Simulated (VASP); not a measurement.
Crystal: Tl.

```
Tl
1.0
     0.00000    2.41121    2.41121
     2.41121    0.00000    2.41121
     2.41121    2.41121    0.00000
Tl
1
Direct
  0.00000 0.00000 0.00000
```

This isn't the form of Tl at room conditions, which is hcp.

* Program: VASP 6.6.1
* Task: relaxation of cell and atoms
* Functional: RPBE
* Potentials or basis: VASP PAW PBE potentials, release 64 (Tl_d)
* Cutoff: 600 eV
* k mesh: 11 × 11 × 11
* Occupations: fermi-dirac, width 0.1 eV
* Spin: no spin polarisation

At the start: pressure 5.8 GPa; volume 28.04 Å³/atom.

Task: Where does the relaxation end?

Result: Over 4 steps the energy falls by 81.3 meV/atom and the volume is 33.45 Å³/atom (+19.3 %); space group Fm-3m (No. 225, to 0.1 Å) before and after.

Step by step:
```csv
step,energy change (eV),largest force (eV/Å),pressure (GPa),volume (Å³)
1,0.0000,0.0000,5.83,28.04
2,-0.0790,0.0000,0.73,32.38
3,-0.0811,0.0000,-0.21,33.78
4,-0.0813,0.0000,0.00,33.45
```

Final structure:
```yaml
crystal:
  lattice:
    - [0.00000, 2.55746, 2.55746]
    - [2.55746, 0.00000, 2.55746]
    - [2.55746, 2.55746, 0.00000]
  atoms:
    - { symbol: Tl, position: [0.00000, 0.00000, 0.00000] }
```

Caveat: the volume moved by over 15 % at a fixed basis, so the end points are rough; the PAW data sets were made with another functional, which shifts forces and pressure a little.
